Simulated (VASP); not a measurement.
Runs of VASP 6.6.1 on Ge. The structure is orthorhombic, space group Cmmm (No. 65). The conventional cell has a = 2.794 Å, b = 5.201 Å, c = 2.698 Å, α = 90.00°, β = 90.00°, γ = 90.00°. Ge (site symmetry mmm) has 8 Ge at 2.70 to 2.95 Å within 3.6 Å. 

```tsv
k mesh	gap on the mesh (eV)	pressure (GPa)
7 × 7 × 7	none	(b)
9 × 9 × 8	none	(a)
4 × 4 × 4	none	-4.0
6 × 6 × 5	none	-3.7
3 × 3 × 3	none	-7.9
```

Alike in all rows: task single point; level LDA; potentials or basis VASP PAW LDA potentials, release 64 (Ge_d); no spin polarisation; cell as given; cutoff (eV) 520; smearing methfessel-paxton 0.1 eV.

Problem. Estimate the missing entries.

Solution. (a) -5.6; (b) -6.2.

Caveats: some runs use coarse meshes.

A k mesh can miss the band edges, and the runs leave out spin-orbit coupling on Ge.

A gap of «none» marks levels without a gap at the run's occupations.
